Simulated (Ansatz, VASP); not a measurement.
**GaP: VASP beside Ansatz**

The input INCAR:

```
SYSTEM = GaP
PREC     = Accurate       ! precision mode
ENCUT    = 500            ! plane-wave cutoff, eV
EDIFF    = 1E-6           ! SCF threshold, eV
ISMEAR   = 0              ! smearing method
SIGMA    = 0.01           ! smearing width, eV
LREAL    = .False.        ! projectors in reciprocal space
LASPH    = .True.         ! aspherical terms in the spheres
NELM     = 120            ! most SCF steps
ALGO     = Normal         ! electronic algorithm
ISIF     = 2              ! what is computed and relaxed
LWAVE    = .False.        ! write WAVECAR
LCHARG   = .True.         ! write CHGCAR
GGA      = PE             ! functional
LELF     = .True.         ! ELF
LVHAR    = .True.       
NBANDS   = 16             ! bands
GGA_COMPAT= .False.
```

Contents of KPOINTS:

```
Automatic mesh
0
Gamma
  8 8 8
  0 0 0
```

Contents of POSCAR:

```
GaP
1.0
    0.0000000000      2.7532515429      2.7532515429
    2.7532515429      0.0000000000      2.7532515429
    2.7532515429      2.7532515429      0.0000000000
Ga P
1 1
Direct
    0.0000000000      0.0000000000      0.0000000000
    0.2500000000      0.2500000000      0.2500000000
```

Input for Ansatz:

```yaml
crystal:
  lattice:
    - [0.0, 2.7532515429, 2.7532515429]
    - [2.7532515429, 0.0, 2.7532515429]
    - [2.7532515429, 2.7532515429, 0.0]
  atoms:
    - { symbol: Ga, position: [0.0, 0.0, 0.0] }
    - { symbol: P, position: [0.25, 0.25, 0.25] }
basis:
  ecutwfc: 420
kpoints:
  mp_grid: { grid: [8, 8, 8] }
  band_path:
    path:
      - [0.0, 0.0, 0.0]
      - [0.0, 0.0, 0.0]
      - [0.4233508611, 0.4233508611, 0.0]
      - [0.5, 0.5, 0.5]
      - [0.0052583231, 0.0052583231, 0.0]
      - [-0.0052583231, -0.0052583231, 0.0]
      - [0.0060717885, 0.0060717885, 0.0060717885]
      - [-0.0060717885, -0.0060717885, -0.0060717885]
      - [0.0052583231, 0.0052583231, 0.0]
      - [-0.0052583231, -0.0052583231, 0.0]
      - [0.4286091843, 0.4286091843, 0.0]
      - [0.418092538, 0.418092538, 0.0]
      - [0.4233508611, 0.4286091843, 0.0052583231]
      - [0.4233508611, 0.418092538, -0.0052583231]
      - [0.5060717885, 0.5060717885, 0.5060717885]
      - [0.4939282115, 0.4939282115, 0.4939282115]
      - [0.4962818041, 0.5037181959, 0.5]
      - [0.5037181959, 0.4962818041, 0.5]
    npoints: 1
hamiltonian:
  xc: pbe
  pseudopotentials: { kind: paw, azcp: { folder: soft_1 } }
scf:
  occupations: { method: fixed }
  n_extra_bands: 5
output:
  forces: true
  stress: true
  eigenvalues: true
```

Alike in both runs: task single point; functional PBE; k mesh 8 × 8 × 8; no spin polarisation.

|  | VASP | Ansatz |
| --- | --- | --- |
| version | VASP 6.6.1 | Ansatz 0.2.0 |
| potentials or method | VASP PAW PBE potentials, release 64 (Ga_d, P), cutoff 500 eV | scalar-relativistic, plane waves, PAW |
| occupations | gaussian, width 0.01 eV | fixed |
| valence electrons in the cell | 18 | 18 |

|  | VASP | Ansatz | Ansatz less VASP |
| --- | --- | --- | --- |
| gap on the k mesh at the Fermi level (eV) | 1.57 | 1.58 | +0.004 |
| least direct gap on the mesh (eV) | 1.57 | 1.58 | +0.004 |
| pressure (GPa) | -0.1 | 0.0 | +0.10 |
